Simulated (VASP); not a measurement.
# Sr (Fd-3m) in VASP: further runs

Runs on Sr. Level: LDA. Tasks: single point.

Program: VASP 6.6.1. These are calculated values, not measurements. Logs are shortened: lines on timing, memory, paths and dates and some standing lists are left out, and cuts for length are marked.

### 1 The cell of the first run

Symmetry: Fd-3m, No. 227, cubic system. The conventional cell has a = 8.825 Å, b = 8.825 Å, c = 8.825 Å, α = 90.00°, β = 90.00°, γ = 90.00°. Sr (site symmetry -43m) has 4 Sr at 3.82 Å within 5.0 Å.

This isn't the form of Sr at room conditions, which is fcc.

### 2 Single point, LDA (85.91 Å³/atom)

Contents of INCAR:

```
ALGO = Normal ; EDIFF = 1E-6
ENCUT = 520 ; GGA = CA
ISIF = 2 ; ISMEAR = -1
LASPH = T ; LCHARG = F
LREAL = F ; LWAVE = F
NBANDS = 17 ; NELM = 60
PREC = Accurate ; SIGMA = 0.1
```

Contents of KPOINTS:

```
k-points
0
Gamma
  7 7 7
```

Contents of POSCAR:

```
Sr
1.0
    0.0000000000      4.4125134829      4.4125134829
    4.4125134829      0.0000000000      4.4125134829
    4.4125134829      4.4125134829      0.0000000000
Sr
2
Direct
    0.1250000000      0.1250000000      0.1250000000
    0.8750000000      0.8750000000      0.8750000000
```

Potentials or basis: VASP PAW LDA potentials, release 64 (Sr_sv).

Started as:

```
$ cat potpaw_LDA.64/Sr_sv/POTCAR > POTCAR
$ mpirun -np 1 vasp_std > vasp.out
```

OUTCAR:

```text
EDIFF = 1E-6
   ENCUT = 520
   GGA = CA
   ISIF = 2
   ISMEAR = -1
   LASPH = T
   LREAL = F
   NELM = 60
   PREC = Accurate

 ion  position               nearest neighbor table
   1  0.125  0.125  0.125-   2 3.82   2 3.82   2 3.82   2 3.82
   2  0.875  0.875  0.875-   1 3.82   1 3.82   1 3.82   1 3.82

  LATTYP: Found a face centered cubic cell.
 ALAT       =     8.8250269658

  Lattice vectors:

 A1 = (   0.0000000000,   4.4125134829,   4.4125134829)
 A2 = (   4.4125134829,   0.0000000000,   4.4125134829)
 A3 = (   4.4125134829,   4.4125134829,   0.0000000000)

Analysis of symmetry for initial positions (statically):
=====================================================================
 Subroutine PRICEL returns:
 Original cell was already a primitive cell.

 Routine SETGRP: Setting up the symmetry group for a
 face centered cubic supercell.

 Subroutine GETGRP returns: Found 48 space group operations
 (whereof 12 operations were pure point group operations)
 out of a pool of 48 trial point group operations.

The static configuration has the point symmetry D_3d.
 The point group associated with its full space group is O_h .

Analysis of symmetry for dynamics (positions and initial velocities):
=====================================================================
 Subroutine PRICEL returns:
 Original cell was already a primitive cell.

 Routine SETGRP: Setting up the symmetry group for a
 face centered cubic supercell.

 Subroutine GETGRP returns: Found 48 space group operations
 (whereof 12 operations were pure point group operations)
 out of a pool of 48 trial point group operations.

The dynamic configuration has the point symmetry D_3d.
 The point group associated with its full space group is O_h .

 Subroutine INISYM returns: Found 48 space group operations
 (whereof 12 operations are pure point group operations),
 and found     1 'primitive' translations

----------------------------------------------------------------------------------------

                                     Primitive cell

  volume of cell :     171.8257

  direct lattice vectors                    reciprocal lattice vectors
     0.000000000  4.412513483  4.412513483    -0.113314101  0.113314101  0.113314101
     4.412513483  0.000000000  4.412513483     0.113314101 -0.113314101  0.113314101
     4.412513483  4.412513483  0.000000000     0.113314101  0.113314101 -0.113314101

  length of vectors
     6.240236412  6.240236412  6.240236412     0.196265781  0.196265781  0.196265781

  position of ions in fractional coordinates (direct lattice)
     0.125000000  0.125000000  0.125000000
     0.875000000  0.875000000  0.875000000

  ion indices of the primitive-cell ions
   primitive index   ion index
                 1           1
                 2           2

----------------------------------------------------------------------------------------

 KPOINTS: k-points

Automatic generation of k-mesh.
 Grid dimensions read from file:
 generate k-points for:    7    7    7

 Generating k-lattice:

  Cartesian coordinates                     Fractional coordinates (reciprocal lattice)
    -0.016187729  0.016187729  0.016187729     0.142857143  0.000000000  0.000000000
     0.016187729 -0.016187729  0.016187729     0.000000000  0.142857143  0.000000000
     0.016187729  0.016187729 -0.016187729     0.000000000  0.000000000  0.142857143

  Length of vectors
     0.028037969  0.028037969  0.028037969

  Shift w.r.t. Gamma in fractional coordinates (k-lattice)
     0.000000000  0.000000000  0.000000000

 Subroutine IBZKPT returns following result:
 ===========================================

 Found     20 irreducible k-points:

 Following reciprocal coordinates:
            Coordinates               Weight
  0.000000  0.000000  0.000000      1.000000
  0.142857  0.000000  0.000000      8.000000
  0.285714  0.000000  0.000000      8.000000
  0.428571  0.000000  0.000000      8.000000
  0.142857  0.142857  0.000000      6.000000
  0.285714  0.142857  0.000000     24.000000
[... 12 lines left out ...]
 -0.428571  0.428571  0.142857     24.000000
 -0.285714  0.428571  0.142857     24.000000
   k-points           NKPTS =     20   k-points in BZ     NKDIM =     20   number of bands    NBANDS=     17
   number of dos      NEDOS =    301   number of ions     NIONS =      2
   total plane-waves  NPLWV = 110592
   dimension x,y,z NGX =    48 NGY =   48 NGZ =   48
   dimension x,y,z NGXF=    96 NGYF=   96 NGZF=   96
   ions per type =               2
   NGX,Y,Z   is equivalent  to a cutoff of  12.79, 12.79, 12.79 a.u.
   NGXF,Y,Z  is equivalent  to a cutoff of  25.58, 25.58, 25.58 a.u.
 SYSTEM =  unknown system
   PREC   = accura    normal or accurate (medium, high low for compatibility)
   ISTART =      0    job   : 0-new  1-cont  2-samecut
   ICHARG =      2    charge: 1-file 2-atom 10-const
   ISPIN  =      1    spin polarized calculation?
   LNONCOLLINEAR =      F non collinear calculations
   LSORBIT =      F    spin-orbit coupling
   LASPH  =      T    aspherical Exc in radial PAW
   ENCUT  =  520.0 eV  38.22 Ry    6.18 a.u.  11.60 11.60 11.60*2*pi/ulx,y,z
   NELM   =     60;   NELMIN=  2; NELMDL= -5     # of ELM steps
   EDIFF  = 0.1E-05   stopping-criterion for ELM
   LREAL  =      F    real-space projection
   EDIFFG = 0.1E-04   stopping-criterion for IOM
   NSW    =      0    number of steps for IOM
   IBRION =     -1    ionic relax: 0-MD 1-quasi-New 2-CG
   NFREE  =      0    steps in history (QN), initial steepest desc. (CG)
   ISIF   =      2    stress and relaxation
   ISYM   =      2    0-nonsym 1-usesym 2-fastsym
   POTIM  = 0.5000    time-step for ionic-motion
   TEBEG  =    0.0;   TEEND  =   0.0 temperature during run
   PSTRESS=    0.0 pullay stress
   NELECT =      20.0000    total number of electrons
   NUPDOWN=      -1.0000    fix difference up-down
   EMIN   =  10.00;   EMAX   =-10.00  energy-range for DOS
   EFERMI =   0.00;   METHOD = LEGACY
   ISMEAR =    -1;   SIGMA  =   0.10  broadening in eV -4-tet -1-fermi 0-gaus
   EFERMI_NEDOS =   21; number of points for ismear=-14 and -15
   IALGO  =     38    algorithm
   IMIX   =      4    mixing-type and parameters
     AMIX     =   0.40;   BMIX     =  1.00
     AMIX_MAG =   1.60;   BMIX_MAG =  1.00
  volume/ion in A,a.u.               =      85.91       579.77
  Fermi-wavevector in a.u.,A,eV,Ry     =   0.799323  1.510501  8.692989  0.638917
  Thomas-Fermi vector in A             =   1.906404
   LORBIT       =      0    0 simple, 1 ext, 2 COOP (PROOUT), +10 PAW based schemes
   GGA     = CA    functional components
   LHFCALC =     F    Hartree Fock is set to
   AEXX    =    0.0000 exact exchange contribution
   IVDW    =     0    specifies the selected vdW correction
   LEPSILON=     F    determine dielectric tensor
   LRPA    =     F    only Hartree local field effects (RPA)
 non-spin polarized calculation
  energy-cutoff  :      520.00
  volume of cell :      171.83
 maximum number of plane-waves:      4651
   NGX = 23   NGY = 23   NGZ = 23

 number of electron      20.0000000 magnetization

 Free energy of the ion-electron system (eV)
  ---------------------------------------------------
  ext. energy  EPLUGINS =         0.00000000
  ---------------------------------------------------
  free energy    TOTEN  =        -1.68909516 eV

  energy without entropy =       -1.55276354  energy(sigma->0) =       -1.62092935

 E-fermi :  -0.0055     XC(G=0):  -6.1074

 val. band max:       -0.0712527573   @ k =  -0.4286   0.4286   0.0000
 cond. band min:       0.0013900376   @ k =  -0.4286   0.2857   0.0000
 fundamental gap:      0.0726427948
 Fermi energy:        -0.0055485628

 k-point     1 :       0.0000    0.0000    0.0000
  band No.  band energies     occupation
      1     -37.1821      2.00000
      2     -37.1420      2.00000
      3     -19.3139      2.00000
      4     -19.3139      2.00000
      5     -19.3139      2.00000
      6     -19.1576      2.00000
[... 9 lines left out ...]
     16       1.5963      0.00000
     17       1.5963      0.00000

 k-point     2 :       0.1429    0.0000    0.0000
  band No.  band energies     occupation
      1     -37.1806      2.00000
      2     -37.1435      2.00000
      3     -19.3170      2.00000
      4     -19.3170      2.00000
      5     -19.3127      2.00000
      6     -19.1593      2.00000
[... 9 lines left out ...]
     16       1.6048      0.00000
     17       1.6048      0.00000

 k-point     3 :       0.2857    0.0000    0.0000
  band No.  band energies     occupation
      1     -37.1768      2.00000
      2     -37.1473      2.00000
      3     -19.3237      2.00000
      4     -19.3237      2.00000
      5     -19.3101      2.00000
      6     -19.1632      2.00000
[... 9 lines left out ...]
     16       1.7261      0.00000
     17       1.7261      0.00000

 k-point     4 :       0.4286    0.0000    0.0000
  band No.  band energies     occupation
      1     -37.1728      2.00000
      2     -37.1513      2.00000
      3     -19.3287      2.00000
      4     -19.3287      2.00000
      5     -19.3080      2.00000
      6     -19.1663      2.00000
[... 9 lines left out ...]
     16       1.9746      0.00000
     17       1.9746      0.00000

 k-point     5 :       0.1429    0.1429    0.0000
  band No.  band energies     occupation
      1     -37.1801      2.00000
      2     -37.1440      2.00000
      3     -19.3206      2.00000
      4     -19.3206      2.00000
      5     -19.3064      2.00000
      6     -19.1657      2.00000
[... 9 lines left out ...]
     16       1.5833      0.00000
     17       1.5833      0.00000

 k-point     6 :       0.2857    0.1429    0.0000
  band No.  band energies     occupation
      1     -37.1770      2.00000
      2     -37.1471      2.00000
      3     -19.3278      2.00000
      4     -19.3274      2.00000
      5     -19.2994      2.00000
      6     -19.1736      2.00000
[... 9 lines left out ...]
     16       1.6268      0.00000
     17       1.6638      0.00000

 k-point     7 :       0.4286    0.1429    0.0000
  band No.  band energies     occupation
      1     -37.1726      2.00000
      2     -37.1515      2.00000
      3     -19.3354      2.00000
      4     -19.3321      2.00000
      5     -19.2934      2.00000
      6     -19.1803      2.00000
[... 9 lines left out ...]
     16       1.8287      0.00000
     17       1.9410      0.00000

 k-point     8 :      -0.4286    0.1429    0.0000
  band No.  band energies     occupation
      1     -37.1709      2.00000
      2     -37.1532      2.00000
      3     -19.3389      2.00000
      4     -19.3317      2.00000
      5     -19.2923      2.00000
      6     -19.1815      2.00000
[... 9 lines left out ...]
     16       1.9483      0.00000
     17       2.0904      0.00000
[... 123 lines left out ...]
      1     -37.1665      2.00000
      2     -37.1576      2.00000
      3     -19.3438      2.00000
      4     -19.3438      2.00000
      5     -19.2549      2.00000
      6     -19.2202      2.00000
[... 9 lines left out ...]
     16       1.5985      0.00000
     17       1.7773      0.00000

 k-point    16 :      -0.4286    0.4286    0.0000
  band No.  band energies     occupation
      1     -37.1631      2.00000
      2     -37.1611      2.00000
      3     -19.3466      2.00000
      4     -19.3436      2.00000
      5     -19.2441      2.00000
      6     -19.2308      2.00000
[... 9 lines left out ...]
     16       1.7249      0.00000
     17       2.0305      0.00000

 k-point    17 :       0.4286    0.2857    0.1429
  band No.  band energies     occupation
      1     -37.1733      2.00000
      2     -37.1508      2.00000
      3     -19.3382      2.00000
      4     -19.3316      2.00000
      5     -19.2870      2.00000
      6     -19.1866      2.00000
[... 9 lines left out ...]
     16       1.6302      0.00000
     17       1.8969      0.00000

 k-point    18 :      -0.4286    0.2857    0.1429
  band No.  band energies     occupation
      1     -37.1692      2.00000
      2     -37.1550      2.00000
      3     -19.3442      2.00000
      4     -19.3362      2.00000
      5     -19.2753      2.00000
      6     -19.1986      2.00000
[... 9 lines left out ...]
     16       1.7590      0.00000
     17       2.2123      0.00000

 k-point    19 :      -0.4286    0.4286    0.1429
  band No.  band energies     occupation
      1     -37.1661      2.00000
      2     -37.1580      2.00000
      3     -19.3453      2.00000
      4     -19.3428      2.00000
      5     -19.2552      2.00000
      6     -19.2193      2.00000
[... 9 lines left out ...]
     16       1.5494      0.00000
     17       2.2542      0.00000

 k-point    20 :      -0.2857    0.4286    0.1429
  band No.  band energies     occupation
      1     -37.1648      2.00000
      2     -37.1593      2.00000
      3     -19.3473      2.00000
      4     -19.3418      2.00000
      5     -19.2531      2.00000
      6     -19.2211      2.00000
[... 9 lines left out ...]
     16       1.6008      0.00000
     17       2.3750      0.00000

------------------------ aborting loop because EDIFF is reached ----------------------------------------

  FORCE on cell =-STRESS in cart. coord.  units (eV):
  Direction    XX          YY          ZZ          XY          YZ          ZX
  --------------------------------------------------------------------------------------
  -------------------------------------------------------------------------------------
  Total        0.4058810      0.4058810      0.4058810      0.0000000      0.0000000     -0.0000000
  in kB        3.7846101      3.7846101      3.7846101      0.0000000      0.0000000     -0.0000000
  external PRESSURE =       3.7846101 kB  Pullay stress =       0.0000000 kB

 VOLUME and BASIS-vectors are now :
 -----------------------------------------------------------------------------
  energy-cutoff  :      520.00
  volume of cell :      171.83
      direct lattice vectors                 reciprocal lattice vectors
     0.000000000  4.412513483  4.412513483    -0.113314101  0.113314101  0.113314101
     4.412513483  0.000000000  4.412513483     0.113314101 -0.113314101  0.113314101
     4.412513483  4.412513483  0.000000000     0.113314101  0.113314101 -0.113314101

 POSITION                                       TOTAL-FORCE (eV/Angst)
 -----------------------------------------------------------------------------------
      1.10313      1.10313      1.10313         0.000000      0.000000      0.000000
      7.72190      7.72190      7.72190        -0.000000     -0.000000     -0.000000
 -----------------------------------------------------------------------------------
    total drift:                                0.000000      0.000000      0.000000

  FREE ENERGIE OF THE ION-ELECTRON SYSTEM (eV)
  ---------------------------------------------------
  free  energy   TOTEN  =        -1.6890951615 eV

  energy  without entropy=       -1.5527635445  energy(sigma->0) =       -1.62092935
```

It took 35 s on 1 thread of AMD EPYC 9R14 (Zen 4), shared host; peak memory 0.23 GiB.

Results:

```yaml
Free_energy: -1.6891 eV
Pressure: 0.4 GPa
Band_gap_on_the_k_mesh: zero (bands 10 and 11 overlap by 0.89 eV)
```

Levels at points of the mesh, in eV from the Fermi level:
```csv
k point,band 7,band 8,band 9,band 10,band 11,band 12,band 13,band 14
"(0.00, 0.00, 0.00)",-19.15,-19.15,-2.90,0.77,0.77,0.77,0.81,0.81
```

### 3 Single point, LDA (89.82 Å³/atom)

This run uses another cell than the first one, of 89.82 Å³/atom.

Contents of INCAR:

```
PREC = Accurate
ENCUT = 520
EDIFF = 1E-7
ISMEAR = -1
SIGMA = 0.1
LREAL = F
LASPH = T
NELM = 60
ALGO = Normal
ISIF = 2
LWAVE = F
LCHARG = F
GGA = CA
NBANDS = 17
```

Contents of KPOINTS:

```
Automatic mesh
0
Gamma
  7 7 7
```

Contents of POSCAR:

```
Sr
1.0
    0.0000000000      4.4783816040      4.4783816040
    4.4783816040      0.0000000000      4.4783816040
    4.4783816040      4.4783816040      0.0000000000
Sr
2
Direct
    0.1250000000      0.1250000000      0.1250000000
    0.8750000000      0.8750000000      0.8750000000
```

Potentials or basis: VASP PAW LDA potentials, release 64 (Sr_sv).

Started as:

```
$ cat potpaw_LDA.64/Sr_sv/POTCAR > POTCAR
$ mpirun -np 1 vasp_std > vasp.out
```

OUTCAR:

```text
PREC = Accurate
   ENCUT = 520
   EDIFF = 1E-7
   ISMEAR = -1
   LREAL = F
   LASPH = T
   NELM = 60
   ISIF = 2
   GGA = CA

 ion  position               nearest neighbor table
   1  0.125  0.125  0.125-   2 3.88   2 3.88   2 3.88   2 3.88
   2  0.875  0.875  0.875-   1 3.88   1 3.88   1 3.88   1 3.88

  LATTYP: Found a face centered cubic cell.
 ALAT       =     8.9567632080

  Lattice vectors:

[... 578 lines left out ...]
     16       1.4875      0.00000
     17       2.2139      0.00000

------------------------ aborting loop because EDIFF is reached ----------------------------------------

  FORCE on cell =-STRESS in cart. coord.  units (eV):
  Direction    XX          YY          ZZ          XY          YZ          ZX
  --------------------------------------------------------------------------------------
  -------------------------------------------------------------------------------------
  Total        0.2718270      0.2718270      0.2718270      0.0000000      0.0000000      0.0000000
  in kB        2.4244309      2.4244309      2.4244309      0.0000000      0.0000000      0.0000000
  external PRESSURE =       2.4244309 kB  Pullay stress =       0.0000000 kB

 VOLUME and BASIS-vectors are now :
 -----------------------------------------------------------------------------
  energy-cutoff  :      520.00
  volume of cell :      179.64
      direct lattice vectors                 reciprocal lattice vectors
     0.000000000  4.478381604  4.478381604    -0.111647475  0.111647475  0.111647475
     4.478381604  0.000000000  4.478381604     0.111647475 -0.111647475  0.111647475
     4.478381604  4.478381604  0.000000000     0.111647475  0.111647475 -0.111647475

 POSITION                                       TOTAL-FORCE (eV/Angst)
 -----------------------------------------------------------------------------------
      1.11960      1.11960      1.11960         0.000000      0.000000      0.000000
      7.83717      7.83717      7.83717        -0.000000     -0.000000     -0.000000
 -----------------------------------------------------------------------------------
    total drift:                                0.000000      0.000000      0.000000

  FREE ENERGIE OF THE ION-ELECTRON SYSTEM (eV)
  ---------------------------------------------------
  free  energy   TOTEN  =        -1.7045785287 eV

  energy  without entropy=       -1.5722275202  energy(sigma->0) =       -1.63840302
```

OSZICAR:

```text
N       E                     dE             d eps       ncg     rms          rms(c)
DAV:   1     0.112188810778E+03    0.11219E+03   -0.85638E+03   688   0.909E+02
DAV:   2     0.795395917563E+01   -0.10423E+03   -0.10296E+03   885   0.220E+02
DAV:   3    -0.124794764132E+01   -0.92019E+01   -0.91688E+01  1194   0.450E+01
DAV:   4    -0.169002732147E+01   -0.44208E+00   -0.44062E+00   936   0.803E+00
DAV:   5    -0.169913166342E+01   -0.91043E-02   -0.90994E-02  1078   0.104E+00    0.131E+01
DAV:   6    -0.170120230198E+01   -0.20706E-02   -0.85041E-03   888   0.876E-01    0.743E+00
DAV:   7    -0.170425701334E+01   -0.30547E-02   -0.11205E-02   759   0.106E+00    0.296E-01
DAV:   8    -0.170450289323E+01   -0.24588E-03   -0.16354E-03  1230   0.192E-01    0.840E-02
DAV:   9    -0.170453908211E+01   -0.36189E-04   -0.62100E-05   943   0.275E-02    0.385E-02
DAV:  10    -0.170457707676E+01   -0.37995E-04   -0.46963E-05   714   0.449E-02    0.172E-02
DAV:  11    -0.170457788963E+01   -0.81288E-06   -0.18373E-06  1132   0.888E-03    0.714E-03
DAV:  12    -0.170457852349E+01   -0.63385E-06   -0.85269E-07   876   0.661E-03    0.462E-03
DAV:  13    -0.170457852874E+01   -0.52491E-08   -0.35148E-08   387   0.127E-03
   1 F= -.17045785E+01 E0= -.16384030E+01  d E =-.132351E+00
```

Run time: 42 s. Hardware: 1 thread of AMD EPYC 9R14 (Zen 4), shared host; peak memory 0.23 GiB.

What came out:

```yaml
Free_energy: -1.7046 eV
Pressure: 0.2 GPa
Band_gap_on_the_k_mesh: zero (bands 10 and 11 overlap by 0.84 eV)
```

Levels at points of the mesh, in eV from the Fermi level:
| k point | band 7 | band 8 | band 9 | band 10 | band 11 | band 12 | band 13 | band 14 |
| --- | --- | --- | --- | --- | --- | --- | --- | --- |
| (0.00, 0.00, 0.00) | -19.21 | -19.21 | -2.87 | 0.74 | 0.74 | 0.74 | 0.82 | 0.82 |

The gap in the log of VASP goes by the Fermi energy; the results here count the filled bands.